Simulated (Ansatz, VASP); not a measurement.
Two plane-wave programs on Mg3O3F

File INCAR:

```
PREC = Accurate ; ENCUT = 520
EDIFF = 1E-6 ; ISMEAR = 0
SIGMA = 0.05 ; LREAL = False
LASPH = True ; NELM = 150
ALGO = Normal ; ISIF = 2
LWAVE = False ; LCHARG = True
ISPIN = 2 ; MAGMOM = 0 0 0 0 0 0 1
LORBIT = 11 ; LDIPOL = True
IDIPOL = 3 ; DIPOL = 0.5 0.5 0.307
GGA = PE ; LELF = True
LVHAR = True ; LVACPOTAV = True
NBANDS = 28
```

Contents of KPOINTS:

```
Automatic mesh
0
Gamma
  9 9 1
```

POSCAR

```
Mg3O3F
1.0
    3.0085896314      0.0000000000      0.0000000000
    0.0000000000      3.0085896314      0.0000000000
    0.0000000000      0.0000000000     21.2799623077
Mg O F
3 3 1
Direct
    0.5000000000      0.5000000000      0.1879702578
    0.0000000000      0.0000000000      0.2881792351
    0.5000000000      0.5000000000      0.3867964645
    0.0000000000      0.0000000000      0.1879702578
    0.5000000000      0.5000000000      0.2877217412
    0.0000000000      0.0000000000      0.3890966623
    0.0000000000      0.0000000000      0.4215215318
```

Input for Ansatz:

```yaml
crystal:
  lattice:
    - [3.0085896314, 0.0, 0.0]
    - [0.0, 3.0085896314, 0.0]
    - [0.0, 0.0, 21.2799623077]
  atoms:
    - { symbol: Mg, position: [0.5, 0.5, 0.1879702578] }
    - { symbol: O, position: [0.0, 0.0, 0.1879702578] }
    - { symbol: Mg, position: [0.0, 0.0, 0.2881792351] }
    - { symbol: O, position: [0.5, 0.5, 0.2877217412] }
    - { symbol: Mg, position: [0.5, 0.5, 0.3867964645] }
    - { symbol: O, position: [0.0, 0.0, 0.3890966623] }
    - { symbol: F, position: [0.0, 0.0, 0.4215215318], spin: 1.0 }
basis:
  ecutwfc: 420
kpoints:
  mp_grid: { grid: [9, 9, 1] }
hamiltonian:
  xc: pbe
  pseudopotentials: { kind: paw, azcp: { folder: soft_1 } }
scf:
  occupations: { method: gaussian, width: 0.05 }
output:
  forces: true
  eigenvalues: true
  populations: true
magnetization:
  spin_polarized: true
efield:
  axis: 3
  dipole_correction: true
  ramp_width: 0.04
```

Alike in both runs: task single point; functional PBE; k mesh 9 × 9 × 1; occupations gaussian, width 0.05 eV; collinear spin.

```csv
,VASP,Ansatz
version,VASP 6.6.1,Ansatz 0.2.0
potentials or method,"VASP PAW PBE potentials, release 64 (Mg, O, F), cutoff 520 eV","scalar-relativistic, plane waves, PAW"
valence electrons in the cell,31,55
```

Ansatz gave:

| Property | Result |
| --- | --- |
| gap on the k mesh at the Fermi level (eV) | none |
| rms of the force components (eV/Å) | 140.935 |
| net moment per atom (μB) | 0.10 |
| size of the moment on the site where the two differ most (μB) | 0.10 |
| work function, face that differs most (eV) | 3.45 |

**Question.** Which values does VASP return?

**Answer.** gap on the k mesh at the Fermi level (eV): none; rms of the force components (eV/Å): 133.497; net moment per atom (μB): 0.10; size of the moment on the site where the two differ most (μB): 0.14; work function, face that differs most (eV): 3.71.

Site moments also hang on the region over which each program counts them. A gap of «none» marks a metal or a gap that the smearing closes. VASP's potentials hold 31 valence electrons a cell and Ansatz's 55, so a difference there can come from the potentials and not from the codes.

Noted on VASP's run: the standard files for N, O and F lose accuracy on very short bonds; the cell as given lies far from equilibrium.
